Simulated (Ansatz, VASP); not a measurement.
**Li4CF in VASP and in Ansatz**

INCAR

```
PREC = Accurate
ENCUT = 520
EDIFF = 1E-6
ISMEAR = 0
SIGMA = 0.1
LREAL = F
LASPH = T
NELM = 100
ALGO = Normal
ISIF = 2
LWAVE = F
LCHARG = F
GGA = PE
NBANDS = 20
```

Contents of KPOINTS:

```
Automatic mesh
0
Gamma
  6 6 4
```

Contents of POSCAR:

```
Li4CF
1.0
    3.4978713500      0.0000000000      0.0000000000
    0.0000000000      3.4978713500      0.0000000000
    0.0000000000      0.0000000000      4.9467371100
Li C F
4 1 1
Direct
    0.5000000000      0.0000000000      0.2500000000
    0.0000000000      0.5000000000      0.7500000000
    0.5000000000      0.0000000000      0.7500000000
    0.0000000000      0.5000000000      0.2500000000
    0.0000000000      0.0000000000      0.0000000000
    0.5000000000      0.5000000000      0.5000000000
```

Input for Ansatz:

```yaml
crystal:
  lattice:
    - [3.49787135, 0.0, 0.0]
    - [0.0, 3.49787135, 0.0]
    - [0.0, 0.0, 4.94673711]
  atoms:
    - { symbol: Li, position: [0.5, 0.0, 0.25] }
    - { symbol: Li, position: [0.0, 0.5, 0.75] }
    - { symbol: Li, position: [0.5, 0.0, 0.75] }
    - { symbol: Li, position: [0.0, 0.5, 0.25] }
    - { symbol: C, position: [0.0, 0.0, 0.0] }
    - { symbol: F, position: [0.5, 0.5, 0.5] }
basis:
  ecutwfc: 420
kpoints:
  mp_grid: { grid: [6, 6, 4] }
hamiltonian:
  xc: pbe
scf:
  occupations: { method: gaussian, width: 0.1 }
  lower_state_search: "off"
output:
  forces: true
  stress: true
  eigenvalues: true
```

Alike in both runs: task single point; functional PBE; k mesh 6 × 6 × 4; occupations gaussian, width 0.1 eV; no spin polarisation.

```csv
,VASP,Ansatz
version,VASP 6.6.1,Ansatz 0.2.0
potentials or method,"VASP PAW PBE potentials, release 64 (Li_sv, C, F), cutoff 520 eV","scalar-relativistic, plane waves, PAW"
valence electrons in the cell,23,23
```

|  | VASP | Ansatz | Ansatz less VASP |
| --- | --- | --- | --- |
| gap on the k mesh at the Fermi level (eV) | none | none | - |
| rms of the force components (eV/Å) | 0.173 | 0.182 | +0.0090 |

Atom by atom the forces differ by 0.009 eV/Å (rms over components). A gap of «none» marks a metal or a gap that the smearing closes.

Noted on VASP's run: the cutoff is short for stress, so the pressure is rough.
